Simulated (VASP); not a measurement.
Crystal: NaF.

```
CELL_PARAMETERS angstrom
3.29195 0.00000 0.00000
-1.64597 2.85091 0.00000
0.00000 0.00000 5.50390
ATOMIC_POSITIONS crystal
Na 0.00000 0.00000 0.00000
Na 0.00000 0.00000 0.50000
F 0.33333 0.66667 0.25000
F 0.66667 0.33333 0.75000
```

This cell differs from its parent crystal: epitaxial xy strain +3.6%.

Base run:

```yaml
Program: VASP 6.6.1
Functional: r2SCAN
Potentials_or_basis: VASP PAW PBE potentials, release 64 (Na_pv, F)
Cutoff: 520 eV
k_mesh: 12 × 12 × 6
Occupations: gaussian, width 0.01 eV
Spin: no spin polarisation
```

Its results: band gap on the k mesh 6.97 eV, direct; pressure -3.2 GPa.

Problem. The run is repeated on the same cell with these changes: functional from r2SCAN to HSE06; k mesh from 12 × 12 × 6 to 6 × 6 × 4. What comes out?

Solution. Band gap on the k mesh 8.24 eV, direct; pressure -1.2 GPa.

Several settings changed at once, so the effect can't be laid on one alone.

Caveats: the PAW data sets were made with another functional, which shifts forces and pressure a little.

A k mesh can miss the band edges.
